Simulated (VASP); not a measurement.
**Te2Mo: single point with LDA**

Te2Mo, a slab with vacuum:

```
Te Mo
1.0
     3.56023    0.00000    0.00000
    -1.78012    3.08325    0.00000
     0.00000    0.00000   17.52406
Te Mo
2 1
Cartesian
  0.0000 2.0555 15.7341
  0.0000 2.0555 1.7900
  0.0000 0.0000 -0.2000
```

This cell differs from its parent crystal: all Mo atoms moved -0.200 Å, as atom 3 along Cartesian [0 0 1].

```json
{
  "Program": "VASP 6.6.1",
  "Task": "single point",
  "Functional": "LDA",
  "Potentials or basis": "VASP PAW LDA potentials, release 64 (Te, Mo_sv)",
  "Cutoff": "520 eV",
  "k mesh": "12 × 12 × 2",
  "Occupations": "gaussian, width 0.05 eV",
  "Spin": "no spin polarisation",
  "Dipole correction": "no",
  "Further INCAR settings": "ALGO = Normal; EDIFF = 1e-06; NBANDS = 20"
}
```

* Largest force: 4.133 eV/Å
* Band gap on the k mesh: 0.85 eV (least direct gap 1.08 eV)

Forces on the atoms (eV/Å):
```
Te   0.000  0.000 -2.233
Te   0.000  0.000 -1.900
Mo   0.000  0.000  4.133
```

Levels at points of the mesh, in eV from the valence-band top:
| k point | band 10 | band 11 | band 12 | band 13 | band 14 | band 15 | band 16 | band 17 |
| --- | --- | --- | --- | --- | --- | --- | --- | --- |
| (0.00, 0.00, 0.00) | -1.97 | -0.86 | -0.86 | -0.02 | 2.67 | 2.67 | 3.73 | 3.73 |
| (0.50, 0.00, 0.00) | -2.46 | -1.66 | -0.60 | -0.36 | 1.24 | 1.57 | 2.90 | 3.67 |
| (0.00, 0.00, 0.50) | -1.97 | -0.86 | -0.86 | -0.02 | 2.67 | 2.67 | 3.73 | 3.73 |
| (0.50, 0.00, 0.50) | -2.46 | -1.66 | -0.60 | -0.36 | 1.24 | 1.57 | 2.90 | 3.67 |

Wall time 2.1 min on 1 thread of Intel(R) Xeon(R) 6975P-C (Granite Rapids), on a shared host, peak memory 0.34 GiB.

Caveat: the cell differs from its parent crystal (all Mo atoms moved -0.200 Å, as atom 3 along Cartesian [0 0 1]); spin-orbit coupling is left out, which moves the levels of the heavy elements.
